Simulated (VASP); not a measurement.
# Sb (P6/mmm) in VASP: single point with PBE

Aim: the single point of Sb with PBE.

Program: VASP 6.6.1. These are calculated values, not measurements. Logs are shortened: lines on timing, memory, paths and dates and some standing lists are left out, and cuts for length are marked.

### Step 1. The cell of the first run

It takes space group P6/mmm (No. 191, hexagonal). The conventional cell has a = 2.607 Å, b = 2.607 Å, c = 2.476 Å, α = 90.00°, β = 90.00°, γ = 120.00°. Sb (site symmetry 6/mmm) has 8 Sb at 2.48 to 2.61 Å within 3.3 Å.

This isn't the form of Sb at room conditions, which is rhombohedral.

### Step 2. Single point, PBE

INCAR reads:

```
SYSTEM = Sb
ALGO = Normal
EDIFF = 1E-6
ENCUT = 500
GGA = PE
GGA_COMPAT = .FALSE.
ISIF = 2
ISMEAR = -1
LASPH = .TRUE.
LCHARG = .FALSE.
LREAL = .FALSE.
LWAVE = .FALSE.
NBANDS = 14
NELM = 120
PREC = Accurate
SIGMA = 0.05
```

KPOINTS reads:

```
k-points
0
G
  13 13 12
  0 0 0
```

POSCAR reads:

```
Sb
1.0
    2.6073798167      0.0000000000      0.0000000000
   -1.3036899083      2.2580571586      0.0000000000
    0.0000000000      0.0000000000      2.4762687707
Sb
1
Direct
    0.0000000000      0.0000000000      0.0000000000
```

Potentials or basis: VASP PAW PBE potentials, release 64 (Sb_d_GW).

Launch:

```sh
> cat potpaw_PBE.64/Sb_d_GW/POTCAR > POTCAR
> mpirun -np 1 vasp_std > vasp.out
```

OUTCAR:

```text
SYSTEM = Sb
   EDIFF = 1E-6
   ENCUT = 500
   GGA = PE
   ISIF = 2
   ISMEAR = -1
   LASPH = .TRUE.
   LREAL = .FALSE.
   NELM = 120
   PREC = Accurate

 ion  position               nearest neighbor table
   1  0.000  0.000  0.000-

  LATTYP: Found a hexagonal cell.
 ALAT       =     2.6073798167
 C/A-ratio  =     0.9497154020

  Lattice vectors:

 A1 = (   2.6073798167,   0.0000000000,   0.0000000000)
 A2 = (  -1.3036899083,   2.2580571586,   0.0000000000)
 A3 = (   0.0000000000,   0.0000000000,   2.4762687707)

Analysis of symmetry for initial positions (statically):
=====================================================================
 Subroutine PRICEL returns:
 Original cell was already a primitive cell.

 Routine SETGRP: Setting up the symmetry group for a
 hexagonal supercell.

 Subroutine GETGRP returns: Found 24 space group operations
 (whereof 24 operations were pure point group operations)
 out of a pool of 24 trial point group operations.

The static configuration has the point symmetry D_6h.

Analysis of symmetry for dynamics (positions and initial velocities):
=====================================================================
 Subroutine PRICEL returns:
 Original cell was already a primitive cell.

 Routine SETGRP: Setting up the symmetry group for a
 hexagonal supercell.

 Subroutine GETGRP returns: Found 24 space group operations
 (whereof 24 operations were pure point group operations)
 out of a pool of 24 trial point group operations.

The dynamic configuration has the point symmetry D_6h.

 Subroutine INISYM returns: Found 24 space group operations
 (whereof 24 operations are pure point group operations),
 and found     1 'primitive' translations

----------------------------------------------------------------------------------------

                                     Primitive cell

  volume of cell :      14.5793

  direct lattice vectors                    reciprocal lattice vectors
     2.607379817  0.000000000  0.000000000     0.383526786  0.221429293  0.000000000
    -1.303689908  2.258057159  0.000000000     0.000000000  0.442858586  0.000000000
     0.000000000  0.000000000  2.476268771     0.000000000  0.000000000  0.403833385

  length of vectors
     2.607379817  2.607379817  2.476268771     0.442858586  0.442858586  0.403833385

  position of ions in fractional coordinates (direct lattice)
     0.000000000  0.000000000  0.000000000

[... 76 lines left out ...]
   LREAL  =      F    real-space projection
   EDIFFG = 0.1E-04   stopping-criterion for IOM
   NSW    =      0    number of steps for IOM
   IBRION =     -1    ionic relax: 0-MD 1-quasi-New 2-CG
   NFREE  =      0    steps in history (QN), initial steepest desc. (CG)
   ISIF   =      2    stress and relaxation
   ISYM   =      2    0-nonsym 1-usesym 2-fastsym
   POTIM  = 0.5000    time-step for ionic-motion
   TEBEG  =    0.0;   TEEND  =   0.0 temperature during run
   PSTRESS=    0.0 pullay stress
   NELECT =      15.0000    total number of electrons
   NUPDOWN=      -1.0000    fix difference up-down
   EMIN   =  10.00;   EMAX   =-10.00  energy-range for DOS
   EFERMI =   0.00;   METHOD = LEGACY
   ISMEAR =    -1;   SIGMA  =   0.05  broadening in eV -4-tet -1-fermi 0-gaus
   EFERMI_NEDOS =   21; number of points for ismear=-14 and -15
   IALGO  =     38    algorithm
   IMIX   =      4    mixing-type and parameters
     AMIX     =   0.40;   BMIX     =  1.00
     AMIX_MAG =   1.60;   BMIX_MAG =  1.00
  volume/ion in A,a.u.               =      14.58        98.39
  Fermi-wavevector in a.u.,A,eV,Ry     =   1.652696  3.123142 37.162998  2.731403
  Thomas-Fermi vector in A             =   2.741261
   LORBIT       =      0    0 simple, 1 ext, 2 COOP (PROOUT), +10 PAW based schemes
   GGA     = PE    functional components
   LHFCALC =     F    Hartree Fock is set to
   AEXX    =    0.0000 exact exchange contribution
   IVDW    =     0    specifies the selected vdW correction
   LEPSILON=     F    determine dielectric tensor
   LRPA    =     F    only Hartree local field effects (RPA)
 non-spin polarized calculation
  energy-cutoff  :      500.00
  volume of cell :       14.58
 maximum number of plane-waves:       393
 NGX is ok and might be reduce to    20
   NGX =  9   NGY =  9   NGZ =  9

 number of electron      15.0000005 magnetization

 Free energy of the ion-electron system (eV)
  ---------------------------------------------------
  ext. energy  EPLUGINS =         0.00000000
  ---------------------------------------------------
  free energy    TOTEN  =         0.52202835 eV

  energy without entropy =        0.52484822  energy(sigma->0) =        0.52343828

 E-fermi :  15.7603     XC(G=0): -13.8457

 val. band max:       15.7242871724   @ k =   0.2308   0.2308   0.4167
 cond. band min:      15.7667315525   @ k =   0.2308   0.2308   0.4167
 fundamental gap:      0.0424443801
 Fermi energy:        15.7602584228

 k-point     1 :       0.0000    0.0000    0.0000
  band No.  band energies     occupation
      1     -16.0456      2.00000
      2     -15.3156      2.00000
      3     -15.3156      2.00000
      4     -14.6229      2.00000
      5     -14.6229      2.00000
      6      -4.5847      2.00000
      7      20.0505      0.00000
      8      24.4899      0.00000
      9      24.4899      0.00000
     10      24.5946      0.00000
     11      24.7714      0.00000
     12      29.3906      0.00000
     13      29.3906      0.00000
     14      33.3282      0.00000
[... 377 lines left out ...]
      1     -15.8960      2.00000
      2     -15.3483      2.00000
      3     -15.1491      2.00000
      4     -14.7288      2.00000
      5     -14.6672      2.00000
      6      -3.6226      2.00000
      7      18.3629      0.00000
      8      19.2614      0.00000
      9      22.2054      0.00000
     10      24.0733      0.00000
     11      27.4706      0.00000
     12      32.4083      0.00000
     13      32.8033      0.00000
     14      36.9092      0.00000

 [... further k-points ...]
[... 5 lines left out ...]
  --------------------------------------------------------------------------------------
  -------------------------------------------------------------------------------------
  Total       17.1653274     17.1653274     17.1857094      0.0000000      0.0000000      0.0000000
  in kB     1886.3647035   1886.3647035   1888.6045644      0.0000000      0.0000000      0.0000000
  external PRESSURE =    1887.1113238 kB  Pullay stress =       0.0000000 kB

 VOLUME and BASIS-vectors are now :
 -----------------------------------------------------------------------------
  energy-cutoff  :      500.00
  volume of cell :       14.58
      direct lattice vectors                 reciprocal lattice vectors
     2.607379817  0.000000000  0.000000000     0.383526786  0.221429293  0.000000000
    -1.303689908  2.258057159  0.000000000     0.000000000  0.442858586  0.000000000
     0.000000000  0.000000000  2.476268771     0.000000000  0.000000000  0.403833385

 POSITION                                       TOTAL-FORCE (eV/Angst)
 -----------------------------------------------------------------------------------
      0.00000      0.00000      0.00000        -0.000000      0.000000      0.000000
 -----------------------------------------------------------------------------------
    total drift:                               -0.000000     -0.000000     -0.000000

  FREE ENERGIE OF THE ION-ELECTRON SYSTEM (eV)
  ---------------------------------------------------
  free  energy   TOTEN  =         0.5220283477 eV

  energy  without entropy=        0.5248482207  energy(sigma->0) =        0.52343828
```

stdout:

```text
POSCAR found type information on POSCAR Sb
 POSCAR found :  1 types and       1 ions
 scaLAPACK will be used
 LDA part: xc-table for (Slater+PW92), standard interpolation
 POSCAR, INCAR and KPOINTS ok, starting setup
 FFT: planning ... GRIDC
 FFT: planning ... GRID_SOFT
 FFT: planning ... GRID
 WAVECAR not read
 entering main loop
```

Wall time 17 s (1 thread of AMD EPYC 7R13 (Zen 3), shared host); peak memory 0.12 GiB.

What came out:

```yaml
Free_energy: 0.5220 eV
Pressure: 188.7 GPa
Band_gap_on_the_k_mesh: zero (an odd number of electrons rules out a gap without spin polarisation)
```

Caveat: the cell stands under pressure; spin-orbit coupling is left out, which moves the levels of the heavy elements.

The gap in the log of VASP goes by the Fermi energy; the results here count the filled bands.